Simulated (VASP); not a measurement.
Input of a VASP 6.6.1 run:

The input INCAR:

```
ALGO = Normal
EDIFF = 1E-7
EDIFFG = -0.01
ENCUT = 600
GGA = PE
IBRION = 2
ISIF = 3
ISMEAR = 0
LASPH = T
LCHARG = F
LREAL = F
LWAVE = F
NELM = 60
NSW = 100
PREC = Accurate
SIGMA = 0.1
```

The input KPOINTS:

```
k-points
0
Gamma
  14 14 6
```

POSCAR

```
B3N2Cl
1.0
    2.6240369582      0.0000000000      0.0000000000
    0.0000000000      2.6240369582      0.0000000000
    0.0000000000      0.0000000000      6.9012772858
B N Cl
3 2 1
Direct
    0.0000000000      0.0000000000      0.2529321524
    0.0000000000      0.0000000000      0.7470678476
    0.5000000000      0.5000000000      0.0000000000
    0.5000000000      0.0000000000      0.1315774960
    0.0000000000      0.5000000000      0.8684225040
    0.5000000000      0.5000000000      0.5000000000
```

Potentials or basis: VASP PAW PBE potentials, release 64 (B, N, Cl).

Run with:

```sh
$ cat potpaw_PBE.64/B/POTCAR potpaw_PBE.64/N/POTCAR potpaw_PBE.64/Cl/POTCAR > POTCAR
$ mpirun -np 1 vasp_std > vasp.out
```

(1) Estimate the relaxed volume.

(2) What does it give for the space group after relaxing (to 0.1 Å)?

(3) What does it give for the band gap on the k mesh?

Results:

(1) 7.93 Å³/atom.

(2) P-4m2 (No. 115).

(3) zero (bands 13 and 14 overlap by 3.39 eV).
